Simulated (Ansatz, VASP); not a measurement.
TePb in VASP and in Ansatz

File INCAR:

```
SYSTEM = TePb
PREC = Accurate
ENCUT = 520
EDIFF = 1E-6
ISMEAR = 0
SIGMA = 0.01
LREAL = .False.
LASPH = .True.
NELM = 100
ALGO = Normal
ISIF = 2
LWAVE = .False.
LCHARG = .False.
GGA = PE
NBANDS = 17
```

Contents of KPOINTS:

```
Automatic mesh
0
Gamma
  6 6 6
  0 0 0
```

File POSCAR:

```
TePb
1.0
    0.0000000000      3.2846542090      3.2846542090
    3.2846542090      0.0000000000      3.2846542090
    3.2846542090      3.2846542090      0.0000000000
Pb Te
1 1
Direct
    0.0000000000      0.0000000000      0.0000000000
    0.5000000000      0.5000000000      0.5000000000
```

Input for Ansatz:

```yaml
crystal:
  lattice:
    - [0.0, 3.284654209, 3.284654209]
    - [3.284654209, 0.0, 3.284654209]
    - [3.284654209, 3.284654209, 0.0]
  atoms:
    - { symbol: Pb, position: [0.0, 0.0, 0.0] }
    - { symbol: Te, position: [0.5, 0.5, 0.5] }
kpoints:
  mp_grid: { grid: [6, 6, 6] }
hamiltonian:
  xc: pbe
scf:
  occupations: { method: fixed }
  n_extra_bands: 4
output:
  forces: true
  stress: true
  eigenvalues: true
```

Alike in both runs: task single point; functional PBE; k mesh 6 × 6 × 6; no spin polarisation.

```csv
,VASP,Ansatz
version,VASP 6.6.1,Ansatz 0.2.0
potentials or method,"VASP PAW PBE potentials, release 64 (Pb_d, Te)","plane waves, PAW"
plane-wave cutoff (eV),520,420
occupations,"gaussian, width 0.01 eV",fixed
valence electrons in the cell,20,30
```

|  | VASP | Ansatz | Ansatz less VASP |
| --- | --- | --- | --- |
| gap on the k mesh at the Fermi level (eV) | 0.83 | 0.83 | -0.004 |
| pressure (GPa) | -0.1 | 0.0 | +0.06 |

VASP's potentials hold 20 valence electrons a cell and Ansatz's 30, so a difference there can come from the potentials and not from the codes.

Neither program's run includes spin-orbit coupling.
